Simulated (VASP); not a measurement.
Runs of VASP 6.6.1 on Bi. The structure is that of space group P6/mmm (No. 191), or close to it. The cells are those of the table. This isn't the form of Bi at room conditions, which is rhombohedral.

| task | cell | cutoff (eV) | gap on the mesh (eV) | pressure (GPa) |
| --- | --- | --- | --- | --- |
| single point | a = 3.268, b = 3.268, c = 3.105 Å, angles 90.0, 90.0, 120.0°, 1 atom | 520 | none | 11.4 |
| single point | a = 2.551, b = 2.551, c = 2.398 Å, angles 90.0, 90.0, 120.0°, 1 atom | 520 | none | 373.9 |
| single point | a = 2.990, b = 2.990, c = 2.836 Å, angles 90.0, 90.0, 120.0°, 1 atom | 520 | none | 56.8 |
| relaxation of shape and atoms at fixed volume | relaxed from a = 2.642, b = 2.642, c = 2.515 Å, angles 90.0, 90.0, 120.0°, 1 atom | 600 | none | 248.5 |
| single point | a = 3.136, b = 3.136, c = 2.976 Å, angles 90.0, 90.0, 120.0°, 1 atom | 520 | none | (b) |
| single point | a = 3.447, b = 3.447, c = 3.282 Å, angles 90.0, 90.0, 120.0°, 1 atom | 520 | none | (a) |
| single point | a = 3.390, b = 3.390, c = 3.225 Å, angles 90.0, 90.0, 120.0°, 1 atom | 520 | none | 2.7 |

Alike in all rows: level PBE; potentials or basis VASP PAW PBE potentials, release 64 (Bi_d); no spin polarisation; k mesh 14 × 14 × 13; smearing fermi-dirac 0.1 eV.

Task: Estimate the missing entries.

Result: (a) -0.1; (b) 27.1.

Caveats: spin-orbit coupling is left out, which moves the levels of the heavy elements; the cell stands under pressure (at least some runs).

A k mesh can miss the band edges, and the runs leave out spin-orbit coupling on Bi.

A gap of «none» marks levels without a gap at the run's occupations.
